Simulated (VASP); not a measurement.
Set up this calculation in VASP 6.6.1, as the native input.

```yaml
Task: single point
Functional: PBE
Potentials_or_basis: VASP PAW PBE potentials, release 64 (Ta_pv)
Cutoff: 520 eV
k_mesh: 14 × 14 × 14
Occupations: fermi-dirac, width 0.1 eV
Spin: no spin polarisation
Dipole_correction: no
Further_INCAR_settings: ALGO = Normal; EDIFF = 1e-06; NBANDS = 12
```

The structure of Ta lies in POSCAR:

```
Ta
1.0
   -1.6730098603      1.6730098603      1.6730098603
    1.6730098603     -1.6730098603      1.6730098603
    1.6730098603      1.6730098603     -1.6730098603
Ta
1
Direct
    0.0000000000      0.0000000000      0.0000000000
```

The input as run:

INCAR

```
SYSTEM = Ta
  PREC = Accurate
  ENCUT = 520
  EDIFF = 1E-6
  ISMEAR = -1
  SIGMA = 0.1
  LREAL = .False.
  LASPH = .True.
  NELM = 60
  ALGO = Normal
  ISIF = 2
  LWAVE = .False.
  LCHARG = .False.
  GGA = PE
  NBANDS = 12
```

KPOINTS

```
regular mesh
0
Gamma
  14 14 14
  0 0 0
```

Potentials or basis: VASP PAW PBE potentials, release 64 (Ta_pv).

Launch:

```console
$ cat potpaw_PBE.64/Ta_pv/POTCAR > POTCAR
$ mpirun -np 1 vasp_std > vasp.out
```

Results of the run:

```yaml
Pressure: -4.4 GPa
```

Run time: 9.4 s on 1 thread of Intel(R) Xeon(R) Platinum 8488C (Sapphire Rapids), with other jobs on the host, peak memory 0.15 GiB.
